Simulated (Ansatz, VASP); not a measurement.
## One calculation of Si, two programs

```
Si
1.0
     2.71547   -2.71547    0.00000
     2.71547    0.00000   -2.71547
     9.05175    3.62054    3.62054
Si
6
Direct
  0.30556 0.30556 0.54163
  0.86113 0.86113 0.20830
  0.74999 0.74999 0.87497
  0.13888 0.13888 0.79163
  0.69445 0.69445 0.45830
  0.25002 0.25002 0.12497
```

Alike in both runs: task single point; functional LDA; k mesh 8 × 8 × 3; occupations gaussian, width 0.05 eV; no spin polarisation.

|  | VASP | Ansatz |
| --- | --- | --- |
| version | VASP 6.6.1 | Ansatz 0.2.0 |
| potentials or method | VASP PAW LDA potentials, release 64 (Si), cutoff 520 eV | scalar-relativistic, plane waves, PAW |
| valence electrons in the cell | 24 | 24 |

Ansatz gave:

| Quantity | Value |
| --- | --- |
| gap on the k mesh at the Fermi level (eV) | none |
| pressure (GPa) | -3.4 |
| traceless stress, the component that is largest in VASP (GPa) | 0.87 |
| rms of the force components (eV/Å) | 0.103 |

Question: Estimate VASP's values.

Answer: gap on the k mesh at the Fermi level (eV): none; pressure (GPa): -3.4; traceless stress, the component that is largest in VASP (GPa): 0.86; rms of the force components (eV/Å): 0.104.

LDA's correlation is that of Perdew and Zunger in VASP and of Perdew and Wang (1992) in Ansatz. Atom by atom the forces differ by 0.001 eV/Å (rms over components). A gap of «none» marks a metal or a gap that the smearing closes.
